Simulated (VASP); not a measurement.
The system is Fe.

```
Fe
1.0
    -1.43455    1.43455    1.43455
     1.43455   -1.43455    1.43455
     1.43455    1.43455   -1.43455
Fe
1
Direct
  0.00000 0.00000 0.00000
```

Base run:

```yaml
Program: VASP 6.6.1
Functional: r2SCAN
Potentials_or_basis: VASP PAW PBE potentials, release 64 (Fe)
Cutoff: 520 eV
k_mesh: 15 × 15 × 15
Occupations: fermi-dirac, width 0.05 eV
Spin: collinear spin, ferromagnetic start
Starting_moments: "[2.804] μB"
```

Its results: pressure -0.4 GPa; net moment 2.67 μB per cell; site moments Fe +2.74 μB.

After a change of settings the same cell gave: pressure -4.8 GPa; net moment 2.53 μB per cell; site moments Fe +2.60 μB. Which change was it?
A. occupations from fermi-dirac, width 0.05 eV to methfessel-paxton, width 0.03 eV; further incar settings from ALGO = Normal; EDIFF = 1e-06; NBANDS = 14 to ALGO = Normal; EDIFF = 1e-07; NBANDS = 14
B. k mesh from 15 × 15 × 15 to 5 × 5 × 5
C. k mesh from 15 × 15 × 15 to 7 × 7 × 7
D. k mesh from 15 × 15 × 15 to 2 × 2 × 2

C.

Caveats: some runs use coarse meshes; the PAW data sets were made with another functional, which shifts forces and pressure a little.
